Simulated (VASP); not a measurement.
Wanted: the native input for a VASP 6.6.1 run.

* Task: single point
* Functional: PBEsol
* Potentials or basis: VASP PAW PBE potentials, release 64 (Na_pv, F)
* Cutoff: 520 eV
* k mesh: 8 × 8 × 8
* Occupations: gaussian, width 0.05 eV
* Spin: no spin polarisation
* Dipole correction: no
* Further INCAR settings: ALGO = Normal; EDIFF = 1e-07; NBANDS = 14

The structure of NaF lies in POSCAR:

```
NaF
1.0
    0.0000000000      2.2652175000      2.3813825000
    2.2652175000      0.0000000000      2.3813825000
    2.2652175000      2.2652175000      0.0000000000
Na F
1 1
Direct
    0.0000000000      0.0000000000      0.0000000000
    0.5000000000      0.5000000000      0.5000000000
```

This cell differs from its parent crystal: strain -0.025 along x and y, +0.025 along z.

The input as run:

INCAR

```
ALGO     = Normal         # electronic algorithm
EDIFF    = 1E-7           # SCF threshold, eV
ENCUT    = 520            # plane-wave cutoff, eV
GGA      = PS             # functional
ISIF     = 2              # what is computed and relaxed
ISMEAR   = 0              # smearing method
LASPH    = T              # aspherical terms in the spheres
LCHARG   = T              # write CHGCAR
LELF     = T              # ELF
LREAL    = F              # projectors in reciprocal space
LVHAR    = T            
LWAVE    = F              # write WAVECAR
NBANDS   = 14             # bands
NELM     = 80             # most SCF steps
PREC     = Accurate       # precision mode
SIGMA    = 0.05           # smearing width, eV
```

KPOINTS

```
k-points
0
Gamma
  8 8 8
```

Potentials or basis: VASP PAW PBE potentials, release 64 (Na_pv, F).

Run with:

```sh
$ cat potpaw_PBE.64/Na_pv/POTCAR potpaw_PBE.64/F/POTCAR > POTCAR
$ mpirun -np 1 vasp_std > vasp.out
```

Results of the run:

```
Pressure               : 1.1 GPa
Band gap on the k mesh : 6.25 eV, direct
```

Caveat: the cell differs from its parent crystal (strain -0.025 along x and y, +0.025 along z); the PAW data sets were made with another functional, which shifts forces and pressure a little.

Run time: 19 s on 1 thread of AMD EPYC 7R43 64-Core Processor (Zen 3) (shared host), peak memory 0.11 GiB.
